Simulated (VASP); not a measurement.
Write the native input for VASP 6.6.1 that does the following.

```yaml
Task: single point
Functional: PBE
Potentials_or_basis: VASP PAW PBE potentials, release 64 (Li_sv, Sn_d)
Cutoff: 520 eV
k_mesh: 6 × 6 × 6
Occupations: gaussian, width 0.1 eV
Spin: no spin polarisation
Dipole_correction: no
Further_INCAR_settings: ALGO = Normal; EDIFF = 1e-07; NBANDS = 17
```

The structure of Li2Sn lies in POSCAR:

```
Li2Sn
1.0
    4.5902737020      0.0000000000      0.0000000000
   -2.2951368510      3.9752936362      0.0000000000
    0.0000000000      0.0000000000      3.1563285154
Li Sn
2 1
Direct
    0.3333333333      0.6666666667      0.5000000000
    0.6666666667      0.3333333333      0.5000000000
    0.0000000000      0.0000000000      0.0000000000
```

These files were run (other wordings do the same):

INCAR

```
PREC = Accurate ; ENCUT = 520
EDIFF = 1E-7 ; ISMEAR = 0
SIGMA = 0.1 ; LREAL = False
LASPH = True ; NELM = 60
ALGO = Normal ; ISIF = 2
LWAVE = False ; LCHARG = True
GGA = PE ; LELF = True
LVHAR = True ; NBANDS = 17
```

KPOINTS

```
Automatic mesh
0
Gamma
  6 6 6
```

Potentials or basis: VASP PAW PBE potentials, release 64 (Li_sv, Sn_d).

Launch:

```console
$ cat potpaw_PBE.64/Li_sv/POTCAR potpaw_PBE.64/Sn_d/POTCAR > POTCAR
$ mpirun -np 1 vasp_std > vasp.out
```

It gave:

| Quantity | Value |
| --- | --- |
| Band gap on the k mesh | zero (bands 10 and 11 overlap by 3.68 eV) |

Caveat: spin-orbit coupling is left out, which moves the levels of the heavy elements.

Wall time 15 s on 1 thread of AMD EPYC 9R45 96-Core Processor (Zen 5), with other jobs on the host, peak memory 0.16 GiB.
